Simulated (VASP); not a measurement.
# TePb (P6_3/mmc) in VASP: single point with HSE06

Aim: the single point of TePb with HSE06.

Program: VASP 6.6.1. These are calculated values, not measurements. Logs are shortened: lines on timing, memory, paths and dates and some standing lists are left out, and cuts for length are marked.

## (1) The cell of the first run

Symmetry: P6_3/mmc, No. 194, hexagonal system. The conventional cell has a = 5.498 Å, b = 5.498 Å, c = 6.575 Å, α = 90.00°, β = 90.00°, γ = 120.00°. Pb (site symmetry -6m2) has 5 Te at 3.17 to 3.29 Å within 4.2 Å. Within 4.2 Å of Te (site symmetry -6m2) lie 5 Pb at 3.17 to 3.29 Å.

## (2) Single point, HSE06

Contents of POSCAR:

```
TePb
1.0
    5.4983762723      0.0000000000      0.0000000000
   -2.7491881361      4.7617335314      0.0000000000
    0.0000000000      0.0000000000      6.5752494861
Pb Te
2 2
Direct
    0.3333333333      0.6666666667      0.2500000000
    0.6666666667      0.3333333333      0.7500000000
    0.6666666667      0.3333333333      0.2500000000
    0.3333333333      0.6666666667      0.7500000000
```

Contents of INCAR.step1:

```
ALGO = Normal
EDIFF = 1E-5
ENCUT = 520
GGA = PE
ISIF = 2
ISMEAR = 0
LASPH = True
LREAL = False
LWAVE = True
NBANDS = 28
NELM = 60
PREC = Accurate
SIGMA = 0.5
```

Contents of INCAR.step2:

```
ALGO = Normal
EDIFF = 1E-7
ENCUT = 520
GGA = PE
HFSCREEN = 0.2079
ISIF = 2
ISMEAR = 0
ISTART = 1
LASPH = True
LCHARG = True
LELF = True
LHFCALC = True
LREAL = False
LVHAR = True
LWAVE = False
NBANDS = 28
NELM = 60
PREC = Accurate
PRECFOCK = Normal
SIGMA = 0.5
```

Contents of KPOINTS:

```
k-points
0
Gamma
  3 3 2
```

Potentials or basis: VASP PAW PBE potentials, release 64 (Pb_d, Te).

The run is started by

```console
cat potpaw_PBE.64/Pb_d/POTCAR potpaw_PBE.64/Te/POTCAR > POTCAR
cp INCAR.step1 INCAR
mpirun -np 1 vasp_std > vasp.out
cp INCAR.step2 INCAR
mpirun -np 1 vasp_std > vasp.out
```

OUTCAR:

```text
EDIFF = 1E-7
   ENCUT = 520
   GGA = PE
   HFSCREEN = 0.2079
   ISIF = 2
   ISMEAR = 0
   ISTART = 1
   LASPH = True
   LHFCALC = True
   LREAL = False
   NELM = 60
   PREC = Accurate
   PRECFOCK = Normal

 ion  position               nearest neighbor table
   1  0.333  0.667  0.250-   3 3.17   3 3.17   3 3.17   4 3.29   4 3.29
   2  0.667  0.333  0.750-   4 3.17   4 3.17   4 3.17   3 3.29   3 3.29
   3  0.667  0.333  0.250-   1 3.17   1 3.17   1 3.17   2 3.29   2 3.29
   4  0.333  0.667  0.750-   2 3.17   2 3.17   2 3.17   1 3.29   1 3.29

  LATTYP: Found a hexagonal cell.
 ALAT       =     5.4983762723
 C/A-ratio  =     1.1958529501

  Lattice vectors:

 A1 = (   5.4983762723,   0.0000000000,   0.0000000000)
 A2 = (  -2.7491881361,   4.7617335314,   0.0000000000)
 A3 = (   0.0000000000,   0.0000000000,   6.5752494861)

Analysis of symmetry for initial positions (statically):
=====================================================================
 Subroutine PRICEL returns:
 Original cell was already a primitive cell.

 Routine SETGRP: Setting up the symmetry group for a
 hexagonal supercell.

 Subroutine GETGRP returns: Found 24 space group operations
 (whereof 12 operations were pure point group operations)
 out of a pool of 24 trial point group operations.

The static configuration has the point symmetry D_3d.
 The point group associated with its full space group is D_6h.

Analysis of symmetry for dynamics (positions and initial velocities):
=====================================================================
 Subroutine PRICEL returns:
 Original cell was already a primitive cell.

 Routine SETGRP: Setting up the symmetry group for a
 hexagonal supercell.

 Subroutine GETGRP returns: Found 24 space group operations
 (whereof 12 operations were pure point group operations)
 out of a pool of 24 trial point group operations.

The dynamic configuration has the point symmetry D_3d.
 The point group associated with its full space group is D_6h.

 Subroutine INISYM returns: Found 24 space group operations
 (whereof 12 operations are pure point group operations),
 and found     1 'primitive' translations

----------------------------------------------------------------------------------------
[... 82 lines left out ...]
   IBRION =     -1    ionic relax: 0-MD 1-quasi-New 2-CG
   NFREE  =      0    steps in history (QN), initial steepest desc. (CG)
   ISIF   =      2    stress and relaxation
   ISYM   =      3    0-nonsym 1-usesym 2-fastsym
   POTIM  = 0.5000    time-step for ionic-motion
   TEBEG  =    0.0;   TEEND  =   0.0 temperature during run
   PSTRESS=    0.0 pullay stress
   NELECT =      40.0000    total number of electrons
   NUPDOWN=      -1.0000    fix difference up-down
   EMIN   =  10.00;   EMAX   =-10.00  energy-range for DOS
   EFERMI =   0.00;   METHOD = LEGACY
   ISMEAR =     0;   SIGMA  =   0.50  broadening in eV -4-tet -1-fermi 0-gaus
   EFERMI_NEDOS =   21; number of points for ismear=-14 and -15
   IALGO  =     38    algorithm
   IMIX   =      1    mixing-type and parameters
     AMIX     =   0.40;   BMIX     =  1.00
     AMIX_MAG =   1.60;   BMIX_MAG =  1.00
  volume/ion in A,a.u.               =      43.04       290.43
  Fermi-wavevector in a.u.,A,eV,Ry     =   1.006447  1.901909 13.781824  1.012936
  Thomas-Fermi vector in A             =   2.139190
   LORBIT       =      0    0 simple, 1 ext, 2 COOP (PROOUT), +10 PAW based schemes
   GGA     = PE    functional components
   LHFCALC =     T    Hartree Fock is set to
   PRECFOCK=normal    Normal, Fast or Accurate (Low or Medium for compatibility)
   ENCUT4O =  -1.0   cutoff for four orbital integrals eV
   NKREDX  =     1    reduce k-point grid by
   NKREDY  =     1    reduce k-point grid by
   NKREDZ  =     1    reduce k-point grid by
   AEXX    =    0.2500 exact exchange contribution
   HFSCREEN=    0.2079 screening length (either q_TF or 0.3 A-1)
   HFSCREENC=   0.2079 screening length for correlation (either q_TF or 0.3 A-1)
   ENCUTFOCK=  -1.0 apply spherical cutoff to Coloumb kernel
   IVDW    =     0    specifies the selected vdW correction
   LEPSILON=     F    determine dielectric tensor
   LRPA    =     F    only Hartree local field effects (RPA)
 non-spin polarized calculation
 Gauss-broadening in eV      SIGMA  =   0.50
  energy-cutoff  :      520.00
  volume of cell :      172.15
 maximum number of plane-waves:      4656
 NGX is ok and might be reduce to    42
  NGX = 32; NGY = 32; NGZ = 40

 number of electron      40.0000003 magnetization

 Free energy of the ion-electron system (eV)
  ---------------------------------------------------
  ext. energy  EPLUGINS =         0.00000000
  ---------------------------------------------------
  free energy    TOTEN  =       -17.18520420 eV

  energy without entropy =      -17.17184206  energy(sigma->0) =      -17.17852313

 E-fermi :   4.0007     XC(G=0):  -6.6782

 val. band max:        3.2390124111   @ k =   0.3333   0.3333   0.5000
 cond. band min:       4.7838337791   @ k =   0.3333   0.3333   0.5000
 fundamental gap:      1.5448213680
 Fermi energy:         4.0006615332

 k-point     1 :       0.0000    0.0000    0.0000
  band No.  band energies     occupation
      1     -15.4908      2.00000
      2     -15.4440      2.00000
      3     -15.4273      2.00000
      4     -15.4273      2.00000
      5     -15.4206      2.00000
      6     -15.4206      2.00000
[... 175 lines left out ...]
     27       9.3874      0.00000
     28       9.3874      0.00000

------------------------ aborting loop because EDIFF is reached ----------------------------------------

  FORCE on cell =-STRESS in cart. coord.  units (eV):
  Direction    XX          YY          ZZ          XY          YZ          ZX
  --------------------------------------------------------------------------------------
  -------------------------------------------------------------------------------------
  Total       -1.1396670     -1.1396670      2.8065916     -0.0000000      0.0000000      0.0000000
  in kB      -10.6066140    -10.6066140     26.1202915     -0.0000000      0.0000000      0.0000000
  external PRESSURE =       1.6356878 kB  Pullay stress =       0.0000000 kB

 VOLUME and BASIS-vectors are now :
 -----------------------------------------------------------------------------
  energy-cutoff  :      520.00
  volume of cell :      172.15
      direct lattice vectors                 reciprocal lattice vectors
     5.498376272  0.000000000  0.000000000     0.181871875  0.105003776  0.000000000
    -2.749188136  4.761733531  0.000000000     0.000000000  0.210007552  0.000000000
     0.000000000  0.000000000  6.575249486     0.000000000  0.000000000  0.152085484

 POSITION                                       TOTAL-FORCE (eV/Angst)
 -----------------------------------------------------------------------------------
     -0.00000      3.17449      1.64381        -0.000000     -0.000000      0.000000
      2.74919      1.58724      4.93144         0.000000      0.000000     -0.000000
      2.74919      1.58724      1.64381         0.000000      0.000000     -0.000000
     -0.00000      3.17449      4.93144         0.000000     -0.000000     -0.000000
 -----------------------------------------------------------------------------------
    total drift:                               -0.000000     -0.000000      0.000000

  FREE ENERGIE OF THE ION-ELECTRON SYSTEM (eV)
  ---------------------------------------------------
  free  energy   TOTEN  =       -17.1852041972 eV

  energy  without entropy=      -17.1718420560  energy(sigma->0) =      -17.17852313
```

It took 31 min on 1 thread of Intel Xeon Platinum 8259CL at 2.50GHz (Skylake/Cascade Lake), shared host; peak memory 0.43 GiB.

Results:

```yaml
Free_energy: -17.1852 eV
Pressure: 0.2 GPa
Band_gap_on_the_k_mesh: 1.54 eV
```

Stress tensor (GPa, compression positive):
```
-1.06  0.00  0.00
 0.00 -1.06  0.00
 0.00  0.00  2.61
```

Levels at points of the mesh, in eV from the valence-band top:
| k point | band 16 | band 17 | band 18 | band 19 | band 20 | band 21 | band 22 | band 23 | band 24 | band 25 |
| --- | --- | --- | --- | --- | --- | --- | --- | --- | --- | --- |
| (0.00, 0.00, 0.00) | -2.98 | -2.98 | -1.58 | -1.58 | -1.56 | 1.74 | 1.74 | 3.41 | 3.41 | 4.69 |
| (0.00, 0.00, 0.50) | -2.33 | -2.33 | -2.33 | -1.35 | -1.35 | 2.25 | 2.25 | 2.25 | 2.25 | 2.82 |

Caveat: the k points lie up to 0.48 Å⁻¹ apart; the PAW data sets were made with another functional, which shifts forces and pressure a little; spin-orbit coupling is left out, which moves the levels of the heavy elements; an odd mesh through Γ misses points on the zone boundary, where band edges can lie.
